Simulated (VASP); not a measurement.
Here is a VASP 6.6.1 calculation.

INCAR

```
SYSTEM = SiC
PREC = Accurate
ENCUT = 600
EDIFF = 1E-6
ISMEAR = -1
SIGMA = 0.05
LREAL = .False.
LASPH = .True.
NELM = 60
ALGO = Normal
ISIF = 3
LWAVE = .False.
LCHARG = .False.
GGA = PE
IBRION = 2
NSW = 60
EDIFFG = -0.005
PSTRESS = 1900.0
```

KPOINTS

```
regular mesh
0
Gamma
  17 17 17
  0 0 0
```

Contents of POSCAR:

```
SiC
1.0
    0.0000000000      1.8013724582      1.8013724582
    1.8013724582      0.0000000000      1.8013724582
    1.8013724582      1.8013724582      0.0000000000
Si C
1 1
Direct
    0.0000000000      0.0000000000      0.0000000000
    0.5000000000      0.5000000000      0.5000000000
```

Potentials or basis: VASP PAW PBE potentials, release 64 (Si, C).

Run with:

```sh
$ cat potpaw_PBE.64/Si/POTCAR potpaw_PBE.64/C/POTCAR > POTCAR
$ mpirun -np 1 vasp_std > vasp.out
```

(1) Predict the relaxed cell.

(2) Predict the space group after relaxing (to 0.05 Å).

(3) Predict the band gap on the k mesh.

(4) Estimate the relaxed volume.

## Answers

(1) a = 2.545 Å, b = 2.545 Å, c = 2.545 Å, α = 60.00°, β = 60.00°, γ = 60.00°.

(2) Fm-3m (No. 225).

(3) 0.66 eV, indirect (least direct gap 6.49 eV).

(4) 5.83 Å³/atom.

Caveat: the cell is relaxed towards a set pressure, so the enthalpy falls and the energy may rise.
